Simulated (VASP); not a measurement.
# LiBr (rocksalt type) (I4mm) in VASP: notebook

LiBr (rocksalt type) is run at these levels: PBE; tasks: electric field gradients.

All numbers are computed with VASP 6.6.1; they aren't measurements. Logs are shortened: lines on timing, memory, paths and dates and some standing lists are left out, and cuts for length are marked.

## Step 1: The cell of the first run

Symmetry: I4mm, No. 107, tetragonal system. Conventional cell: a = 3.896 Å, b = 3.896 Å, c = 5.510 Å, α = 90.00°, β = 90.00°, γ = 90.00°. Li (site symmetry 4mm) has 6 Br at 2.72 to 2.78 Å within 3.6 Å. Br (site symmetry 4mm) has 6 Li at 2.72 to 2.78 Å within 3.6 Å.

## Step 2: Electric field gradients, PBE (atom 2 (Br) moved by [0.03, 0.0, 0.0] A)

The input, INCAR:

```
SYSTEM = LiBr
PREC = Accurate
ENCUT = 650
EDIFF = 1E-8
ISMEAR = -1
SIGMA = 0.08
LREAL = .False.
LASPH = .True.
NELM = 120
ALGO = Normal
ISIF = 2
LWAVE = .False.
LCHARG = .False.
GGA = PE
LEFG = .True.
NBANDS = 12
GGA_COMPAT = .False.
```

The input, KPOINTS:

```
Automatic mesh
0
Gamma
  12 12 12
  0 0 0
```

The input, POSCAR:

```
LiBr
1.0
    0.0000000000      2.7547921725      2.7547921725
    2.7547921725      0.0000000000      2.7547921725
    2.7547921725      2.7547921725      0.0000000000
Li Br
1 1
Direct
    0.0000000000      0.0000000000      0.0000000000
    0.4945549431      0.5054450569      0.5054450569
```

Potentials or basis: VASP PAW PBE potentials, release 64 (Li_sv, Br).

Run with:

```
> cat potpaw_PBE.64/Li_sv/POTCAR potpaw_PBE.64/Br/POTCAR > POTCAR
> mpirun -np 1 vasp_std > vasp.out
```

OUTCAR:

```text
SYSTEM = LiBr
   PREC = Accurate
   ENCUT = 650
   EDIFF = 1E-8
   ISMEAR = -1
   LREAL = .False.
   LASPH = .True.
   NELM = 120
   ISIF = 2
   GGA = PE

 ion  position               nearest neighbor table
   1  0.000  0.000  0.000-
   2  0.495  0.505  0.505-

  LATTYP: Found a face centered cubic cell.
 ALAT       =     5.5095843450

  Lattice vectors:

 A1 = (   0.0000000000,   2.7547921725,   2.7547921725)
 A2 = (   2.7547921725,   0.0000000000,   2.7547921725)
 A3 = (   2.7547921725,   2.7547921725,   0.0000000000)

Analysis of symmetry for initial positions (statically):
=====================================================================
 Subroutine PRICEL returns:
 Original cell was already a primitive cell.

 Routine SETGRP: Setting up the symmetry group for a
 face centered cubic supercell.

 Subroutine GETGRP returns: Found  8 space group operations
 (whereof  8 operations were pure point group operations)
 out of a pool of 48 trial point group operations.

The static configuration has the point symmetry C_4v.

Analysis of symmetry for dynamics (positions and initial velocities):
=====================================================================
 Subroutine PRICEL returns:
 Original cell was already a primitive cell.

 Routine SETGRP: Setting up the symmetry group for a
 face centered cubic supercell.

 Subroutine GETGRP returns: Found  8 space group operations
 (whereof  8 operations were pure point group operations)
 out of a pool of 48 trial point group operations.

The dynamic configuration has the point symmetry C_4v.

 Subroutine INISYM returns: Found  8 space group operations
 (whereof  8 operations are pure point group operations),
 and found     1 'primitive' translations

----------------------------------------------------------------------------------------

                                     Primitive cell

  volume of cell :      41.8116

  direct lattice vectors                    reciprocal lattice vectors
     0.000000000  2.754792173  2.754792173    -0.181501895  0.181501895  0.181501895
     2.754792173  0.000000000  2.754792173     0.181501895 -0.181501895  0.181501895
     2.754792173  2.754792173  0.000000000     0.181501895  0.181501895 -0.181501895

  length of vectors
     3.895864452  3.895864452  3.895864452     0.314370504  0.314370504  0.314370504

  position of ions in fractional coordinates (direct lattice)
     0.000000000  0.000000000  0.000000000
     0.494554943  0.505445057  0.505445057

  ion indices of the primitive-cell ions
   primitive index   ion index
                 1           1
                 2           2

----------------------------------------------------------------------------------------

 KPOINTS: Automatic mesh

Automatic generation of k-mesh.
 Grid dimensions read from file:
 generate k-points for:   12   12   12

 Generating k-lattice:

  Cartesian coordinates                     Fractional coordinates (reciprocal lattice)
    -0.015125158  0.015125158  0.015125158     0.083333333  0.000000000  0.000000000
     0.015125158 -0.015125158  0.015125158     0.000000000  0.083333333  0.000000000
     0.015125158  0.015125158 -0.015125158     0.000000000  0.000000000  0.083333333

  Length of vectors
     0.026197542  0.026197542  0.026197542

  Shift w.r.t. Gamma in fractional coordinates (k-lattice)
     0.000000000  0.000000000  0.000000000

 Subroutine IBZKPT returns following result:
 ===========================================

 Found    163 irreducible k-points:

 Following reciprocal coordinates:
            Coordinates               Weight
  0.000000  0.000000  0.000000      1.000000
  0.083333  0.000000  0.000000      8.000000
  0.166667  0.000000  0.000000      8.000000
  0.250000  0.000000  0.000000      8.000000
  0.333333  0.000000  0.000000      8.000000
  0.416667  0.000000  0.000000      8.000000
[... 16 lines left out ...]
  0.000000 -0.333333  0.083333      8.000000
 -0.250000  0.083333  0.000000     16.000000
 [... further k-points ...]
   k-points           NKPTS =    163   k-points in BZ     NKDIM =    163   number of bands    NBANDS=     12
   number of dos      NEDOS =    301   number of ions     NIONS =      2
   total plane-waves  NPLWV =  32768
   dimension x,y,z NGX =    32 NGY =   32 NGZ =   32
   dimension x,y,z NGXF=    64 NGYF=   64 NGZF=   64
   ions per type =               1   1
   NGX,Y,Z   is equivalent  to a cutoff of  13.66, 13.66, 13.66 a.u.
   NGXF,Y,Z  is equivalent  to a cutoff of  27.31, 27.31, 27.31 a.u.
 SYSTEM =  LiBr
   PREC   = accura    normal or accurate (medium, high low for compatibility)
   ISTART =      0    job   : 0-new  1-cont  2-samecut
   ICHARG =      2    charge: 1-file 2-atom 10-const
   ISPIN  =      1    spin polarized calculation?
   LNONCOLLINEAR =      F non collinear calculations
   LSORBIT =      F    spin-orbit coupling
   LASPH  =      T    aspherical Exc in radial PAW
   ENCUT  =  650.0 eV  47.77 Ry    6.91 a.u.   8.10  8.10  8.10*2*pi/ulx,y,z
   NELM   =    120;   NELMIN=  2; NELMDL= -5     # of ELM steps
   EDIFF  = 0.1E-07   stopping-criterion for ELM
   LREAL  =      F    real-space projection
   EDIFFG = 0.1E-06   stopping-criterion for IOM
   NSW    =      0    number of steps for IOM
   IBRION =     -1    ionic relax: 0-MD 1-quasi-New 2-CG
   NFREE  =      0    steps in history (QN), initial steepest desc. (CG)
   ISIF   =      2    stress and relaxation
   ISYM   =      2    0-nonsym 1-usesym 2-fastsym
   POTIM  = 0.5000    time-step for ionic-motion
   TEBEG  =    0.0;   TEEND  =   0.0 temperature during run
   PSTRESS=    0.0 pullay stress
   NELECT =      10.0000    total number of electrons
   NUPDOWN=      -1.0000    fix difference up-down
   EMIN   =  10.00;   EMAX   =-10.00  energy-range for DOS
   EFERMI =   0.00;   METHOD = LEGACY
   ISMEAR =    -1;   SIGMA  =   0.08  broadening in eV -4-tet -1-fermi 0-gaus
   EFERMI_NEDOS =   21; number of points for ismear=-14 and -15
   IALGO  =     38    algorithm
   IMIX   =      4    mixing-type and parameters
     AMIX     =   0.40;   BMIX     =  1.00
     AMIX_MAG =   1.60;   BMIX_MAG =  1.00
  volume/ion in A,a.u.               =      20.91       141.08
  Fermi-wavevector in a.u.,A,eV,Ry     =   1.016193  1.920325 14.050019  1.032647
  Thomas-Fermi vector in A             =   2.149522
   LORBIT       =      0    0 simple, 1 ext, 2 COOP (PROOUT), +10 PAW based schemes
   GGA     = PE    functional components
   LHFCALC =     F    Hartree Fock is set to
   AEXX    =    0.0000 exact exchange contribution
   IVDW    =     0    specifies the selected vdW correction
   LEPSILON=     F    determine dielectric tensor
   LRPA    =     F    only Hartree local field effects (RPA)
 non-spin polarized calculation
  energy-cutoff  :      650.00
  volume of cell :       41.81
 maximum number of plane-waves:      1592
   NGX = 17   NGY = 17   NGZ = 17

 number of electron      10.0000007 magnetization

 Free energy of the ion-electron system (eV)
  ---------------------------------------------------
  ext. energy  EPLUGINS =         0.00000000
  ---------------------------------------------------
  free energy    TOTEN  =        -6.64280359 eV

  energy without entropy =       -6.64280359  energy(sigma->0) =       -6.64280359

 E-fermi :   2.0992     XC(G=0):  -8.4066

 val. band max:        0.2851824496   @ k =   0.0000  -0.0833   0.0833
 cond. band min:       5.2056274346   @ k =   0.0000   0.0000   0.0000
 fundamental gap:      4.9204449850
 Fermi energy:         2.0991619942

 k-point     1 :       0.0000    0.0000    0.0000
  band No.  band energies     occupation
      1     -44.1281      2.00000
      2     -13.1367      2.00000
      3       0.2788      2.00000
      4       0.2798      2.00000
      5       0.2798      2.00000
      6       5.2056      0.00000
      7      10.7712      0.00000
      8      10.7712      0.00000
      9      10.7767      0.00000
     10      12.4942      0.00000
     11      12.5050      0.00000
     12      12.5050      0.00000
[... 331 lines left out ...]
 k-point    24 :      -0.2500    0.0833    0.0000
  band No.  band energies     occupation
      1     -44.1275      2.00000
      2     -12.8556      2.00000
      3      -1.6021      2.00000
      4      -0.1697      2.00000
      5       0.1895      2.00000
      6       6.4899      0.00000
      7       9.1000      0.00000
      8       9.3020      0.00000
      9      10.0111      0.00000
     10      12.3703      0.00000
     11      13.4206      0.00000
     12      14.1358      0.00000

 [... further k-points ...]

------------------------ aborting loop because EDIFF is reached ----------------------------------------

  FORCE on cell =-STRESS in cart. coord.  units (eV):
  Direction    XX          YY          ZZ          XY          YZ          ZX
  --------------------------------------------------------------------------------------
  -------------------------------------------------------------------------------------
  Total       -0.0101495     -0.0168868     -0.0168868      0.0000000      0.0000000      0.0000000
  in kB       -0.3889190     -0.6470856     -0.6470856      0.0000000      0.0000000      0.0000000
  external PRESSURE =      -0.5610300 kB  Pullay stress =       0.0000000 kB

 VOLUME and BASIS-vectors are now :
 -----------------------------------------------------------------------------
  energy-cutoff  :      650.00
  volume of cell :       41.81
      direct lattice vectors                 reciprocal lattice vectors
     0.000000000  2.754792173  2.754792173    -0.181501895  0.181501895  0.181501895
     2.754792173  0.000000000  2.754792173     0.181501895 -0.181501895  0.181501895
     2.754792173  2.754792173  0.000000000     0.181501895  0.181501895 -0.181501895

 POSITION                                       TOTAL-FORCE (eV/Angst)
 -----------------------------------------------------------------------------------
      0.00000      0.00000      0.00000         0.014303      0.000000      0.000000
      2.78479      2.75479      2.75479        -0.014303      0.000000      0.000000
 -----------------------------------------------------------------------------------
    total drift:                                0.000051     -0.000000     -0.000000

  FREE ENERGIE OF THE ION-ELECTRON SYSTEM (eV)
  ---------------------------------------------------
  free  energy   TOTEN  =        -6.6428035920 eV

  energy  without entropy=       -6.6428035920  energy(sigma->0) =       -6.64280359

 Electric field gradients (V/A^2)
---------------------------------------------------------------------
 ion       V_xx      V_yy      V_zz      V_xy      V_xz      V_yz
---------------------------------------------------------------------
   1      -0.001     0.000     0.000    -0.004    -0.004    -0.004
   2      -0.080     0.040     0.040    -0.000    -0.000    -0.000
---------------------------------------------------------------------

 Electric field gradients after diagonalization (V/A^2)
 (convention: |V_zz| > |V_xx| > |V_yy|)
----------------------------------------------------------------------
 ion       V_xx      V_yy      V_zz     asymmetry (V_yy - V_xx)/ V_zz
----------------------------------------------------------------------
   1       0.004     0.004    -0.008       0.090
   2       0.040     0.040    -0.080       0.007
----------------------------------------------------------------------

           NMR quadrupolar parameters

 Cq : quadrupolar parameter    Cq=e*Q*V_zz/h
 eta: asymmetry parameters     (V_yy - V_xx)/ V_zz
 Q  : nuclear electric quadrupole moment in mb (millibarn)
----------------------------------------------------------------------
 ion       Cq(MHz)       eta       Q (mb)
----------------------------------------------------------------------
   1      -0.000       0.090       1.000
   2      -0.000       0.007       1.000
----------------------------------------------------------------------
```

Wall time 2.3 min (1 thread of Intel Xeon 8259CL, shared host); peak memory 0.25 GiB.

What came out:

- Free energy: -6.6428 eV
- Pressure: -0.1 GPa
- Largest force: 0.014 eV/Å
- Band gap on the k mesh: 4.92 eV, indirect (least direct gap 4.93 eV)

Forces on the atoms (eV/Å):
```
Li   0.014  0.000  0.000
Br  -0.014  0.000  0.000
```

Levels at points of the mesh, in eV from the valence-band top:
| k point | band 1 | band 2 | band 3 | band 4 | band 5 | band 6 | band 7 | band 8 | band 9 | band 10 |
| --- | --- | --- | --- | --- | --- | --- | --- | --- | --- | --- |
| (0.00, 0.00, 0.00) | -44.41 | -13.42 | -0.01 | -0.01 | -0.01 | 4.92 | 10.49 | 10.49 | 10.49 | 12.21 |
| (0.50, 0.00, 0.00) | -44.41 | -12.96 | -2.86 | -0.27 | -0.27 | 5.62 | 8.10 | 8.10 | 11.71 | 14.01 |
| (0.50, 0.50, 0.00) | -44.41 | -12.77 | -2.86 | -1.13 | -1.13 | 6.24 | 7.11 | 11.58 | 12.40 | 12.40 |
| (0.00, 0.50, 0.50) | -44.41 | -12.77 | -2.86 | -1.13 | -1.13 | 6.24 | 7.12 | 11.58 | 12.40 | 12.40 |

Caveat: the cell differs from its parent crystal (atom 2 (Br) moved by [0.03, 0.0, 0.0] A); without QUAD_EFG the Cq values of the log hold for a quadrupole moment of 1 mb, not for the nuclei. A k mesh can miss the band edges.

## Step 3: Electric field gradients, PBE (atom 2 (Br) moved by [0.03, 0.0, 0.0] A)

The input, INCAR:

```
PREC = Accurate
ENCUT = 650
EDIFF = 1E-8
ISMEAR = -1
SIGMA = 0.08
LREAL = False
LASPH = True
NELM = 120
ALGO = Normal
ISIF = 2
LWAVE = False
LCHARG = False
GGA = PE
LEFG = True
NBANDS = 12
GGA_COMPAT = False
```

The input, KPOINTS:

```
regular mesh
0
Gamma
  12 12 12
```

POSCAR is that of step 2.

Potentials or basis: VASP PAW PBE potentials, release 64 (Li_sv, Br).

Run with:

```
> cat potpaw_PBE.64/Li_sv/POTCAR potpaw_PBE.64/Br/POTCAR > POTCAR
> mpirun -np 1 vasp_std > vasp.out
```

OUTCAR:

```text
PREC = Accurate
   ENCUT = 650
   EDIFF = 1E-8
   ISMEAR = -1
   LREAL = False
   LASPH = True
   NELM = 120
   ISIF = 2
   GGA = PE

 ion  position               nearest neighbor table
   1  0.000  0.000  0.000-
   2  0.495  0.505  0.505-

  LATTYP: Found a face centered cubic cell.
 ALAT       =     5.5095843450

  Lattice vectors:

 A1 = (   0.0000000000,   2.7547921725,   2.7547921725)
 A2 = (   2.7547921725,   0.0000000000,   2.7547921725)
 A3 = (   2.7547921725,   2.7547921725,   0.0000000000)
[... 568 lines left out ...]

  FREE ENERGIE OF THE ION-ELECTRON SYSTEM (eV)
  ---------------------------------------------------
  free  energy   TOTEN  =        -6.6428035920 eV

  energy  without entropy=       -6.6428035920  energy(sigma->0) =       -6.64280359

 Electric field gradients (V/A^2)
---------------------------------------------------------------------
 ion       V_xx      V_yy      V_zz      V_xy      V_xz      V_yz
---------------------------------------------------------------------
   1      -0.001     0.000     0.000    -0.004    -0.004    -0.004
   2      -0.080     0.040     0.040    -0.000    -0.000    -0.000
---------------------------------------------------------------------

 Electric field gradients after diagonalization (V/A^2)
 (convention: |V_zz| > |V_xx| > |V_yy|)
----------------------------------------------------------------------
 ion       V_xx      V_yy      V_zz     asymmetry (V_yy - V_xx)/ V_zz
----------------------------------------------------------------------
   1       0.004     0.004    -0.008       0.090
   2       0.040     0.040    -0.080       0.007
----------------------------------------------------------------------

           NMR quadrupolar parameters

 Cq : quadrupolar parameter    Cq=e*Q*V_zz/h
 eta: asymmetry parameters     (V_yy - V_xx)/ V_zz
 Q  : nuclear electric quadrupole moment in mb (millibarn)
----------------------------------------------------------------------
 ion       Cq(MHz)       eta       Q (mb)
----------------------------------------------------------------------
   1      -0.000       0.090       1.000
   2      -0.000       0.007       1.000
----------------------------------------------------------------------
```

Run time: 2.1 min. Hardware: 1 thread of Intel Xeon 8259CL, shared host; peak memory 0.25 GiB.

Results:

```yaml
Free_energy: -6.6428 eV
Pressure: -0.1 GPa
Largest_force: 0.014 eV/Å
Band_gap_on_the_k_mesh: 4.92 eV, indirect (least direct gap 4.93 eV)
```

Forces in eV/Å, atoms in the order of the input:
```
Li   0.014  0.000  0.000
Br  -0.014  0.000  0.000
```

Caveat: the cell differs from its parent crystal (atom 2 (Br) moved by [0.03, 0.0, 0.0] A); without QUAD_EFG the Cq values of the log hold for a quadrupole moment of 1 mb, not for the nuclei. A k mesh can miss the band edges.
